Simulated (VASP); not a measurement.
Write the native input for VASP 6.6.1 that does the following.

```yaml
Task: relaxation of cell and atoms
Functional: PBE
Potentials_or_basis: VASP PAW PBE potentials, release 64 (Lu, Be)
Cutoff: 600 eV
k_mesh: 8 × 8 × 8
Occupations: gaussian, width 0.1 eV
Spin: no spin polarisation
Dipole_correction: no
Further_INCAR_settings: ALGO = Normal; EDIFF = 1e-06; IBRION = 2; EDIFFG = -0.01; NSW = 100; ISIF = 3
```

The structure of LuBe6 lies in POSCAR:

```
LuBe6
1.0
    4.6904195582      0.0000000000      0.0000000000
    0.0000000000      4.6904195582      0.0000000000
    0.0000000000      0.0000000000      4.6904195582
Lu Be
1 6
Direct
    0.5000000000      0.5000000000      0.5000000000
    0.0000000000      0.0000000000      0.3044078032
    0.0000000000      0.0000000000      0.6955921968
    0.3044078032      0.0000000000      0.0000000000
    0.6955921968      0.0000000000      0.0000000000
    0.0000000000      0.3044078032      0.0000000000
    0.0000000000      0.6955921968      0.0000000000
```

One way to write it, as run:

INCAR

```
SYSTEM = LuBe6
PREC = Accurate
ENCUT = 600
EDIFF = 1E-6
ISMEAR = 0
SIGMA = 0.1
LREAL = .False.
LASPH = .True.
NELM = 100
ALGO = Normal
ISIF = 3
LWAVE = .False.
LCHARG = .False.
GGA = PE
IBRION = 2
NSW = 100
EDIFFG = -0.01
```

KPOINTS

```
regular mesh
0
Gamma
  8 8 8
  0 0 0
```

Potentials or basis: VASP PAW PBE potentials, release 64 (Lu, Be).

Command:

```console
$ cat potpaw_PBE.64/Lu/POTCAR potpaw_PBE.64/Be/POTCAR > POTCAR
$ mpirun -np 1 vasp_std > vasp.out
```

It gave:

```
Relaxed volume                         : 14.84 Å³/atom
Relaxed cell                           : a = 4.701 Å, b = 4.701 Å, c = 4.701 Å, α = 90.00°, β = 90.00°, γ = 90.00°
Space group after relaxing (to 0.05 Å) : Pm-3m (No. 221)
Energy gained by relaxing              : 0.2 meV/atom
Ionic steps                            : 4
Pressure after relaxing                : 0.1 GPa
```

It took 4.5 min on 1 thread of Intel(R) Xeon(R) Platinum 8488C (Sapphire Rapids), with other jobs on the host, peak memory 0.32 GiB.
